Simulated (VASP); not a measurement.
The system is EuMn2As2.

```xyz
5
Lattice="4.2870 0.0000 0.0000 -2.1435 3.7127 0.0000 0.0000 0.0000 7.2250" Properties=species:S:1:pos:R:3 pbc="T T T"
As    0.0000    2.4751    1.8785
As    2.1435    1.2376    5.3465
Eu    0.0000    0.0000    0.0000
Mn    0.0000    2.4751    4.4795
Mn    2.1435    1.2376    2.7455
```

Base run:

```yaml
Program: VASP 6.6.1
Functional: PBEsol
Potentials_or_basis: VASP PAW PBE potentials, release 64 (As, Eu, Mn_pv)
Cutoff: 520 eV
k_mesh: 6 × 6 × 3
Occupations: fermi-dirac, width 0.1 eV
Spin: collinear spin, ferrimagnetic start
Starting_moments: "[0.0, 0.0, 7.0, -4.5, -4.5] μB"
```

Its results: pressure -7.2 GPa; net moment -1.46 μB per cell; site moments As +0.02; Eu +6.45; Mn -3.81 μB; largest force 0.356 eV/Å.

**Question.** The run is repeated on the same cell with these changes: further incar settings from ALGO = Normal; EDIFF = 1e-06; NBANDS = 38 to ALGO = Normal; EDIFF = 1e-07; NBANDS = 38; moments at the start from [0.0, 0.0, 7.0, -4.5, -4.5] to [0.0, 0.0, 7.0, -4.5, 4.5]. What comes out?

**Answer.** Pressure -7.5 GPa; net moment 6.84 μB per cell; site moments As -0.03, -0.01; Eu +6.51; Mn -3.82, +3.82 μB; largest force 0.668 eV/Å.

Caveats: the cell stands under tension; the PAW data sets were made with another functional, which shifts forces and pressure a little.
